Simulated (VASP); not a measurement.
AlN:

```
CELL_PARAMETERS angstrom
3.11000 0.00000 0.00000
-1.55500 2.69334 0.00000
0.00000 0.00000 4.98000
ATOMIC_POSITIONS crystal
Al 0.33333 0.66667 0.00000
Al 0.66667 0.33333 0.50000
N 0.33333 0.66667 0.38200
N 0.66667 0.33333 0.88200
```

| Item | Value |
| --- | --- |
| Program | VASP 6.6.1 |
| Task | relaxation of cell and atoms |
| Functional | LDA |
| Potentials or basis | VASP PAW LDA potentials, release 64 (Al, N) |
| Cutoff | 600 eV |
| k mesh | 8 × 8 × 4 |
| Occupations | gaussian, width 0.01 eV |
| Spin | no spin polarisation |

At the start: pressure -3.8 GPa; volume 10.43 Å³/atom.

**Question.** How do energy, volume and symmetry change on relaxing?

**Answer.** Over 7 steps the energy falls by 2.3 meV/atom and the volume is 10.24 Å³/atom (-1.8 %); space group P6_3mc (No. 186, to 0.05 Å).

Step by step:
```csv
step,energy change (eV),largest force (eV/Å),pressure (GPa),volume (Å³)
1,0.0000,0.0157,-3.79,41.71
2,-0.0010,0.0172,3.80,40.24
3,-0.0092,0.0007,-0.01,40.95
4,-0.0092,0.0010,0.06,40.93
5,-0.0092,0.0050,-0.05,40.96
6,-0.0093,0.0038,-0.02,40.95
7,-0.0093,0.0013,-0.01,40.95
```

Final structure:
```xyz
4
Lattice="3.0912 0.0000 0.0000 -1.5456 2.6770 0.0000 0.0000 0.0000 4.9481" Properties=species:S:1:pos:R:3 pbc="T T T"
Al    0.0000    1.7847    0.0002
Al    1.5456    0.8923    2.4742
N     0.0000    1.7847    1.8900
N     1.5456    0.8923    4.3640
```
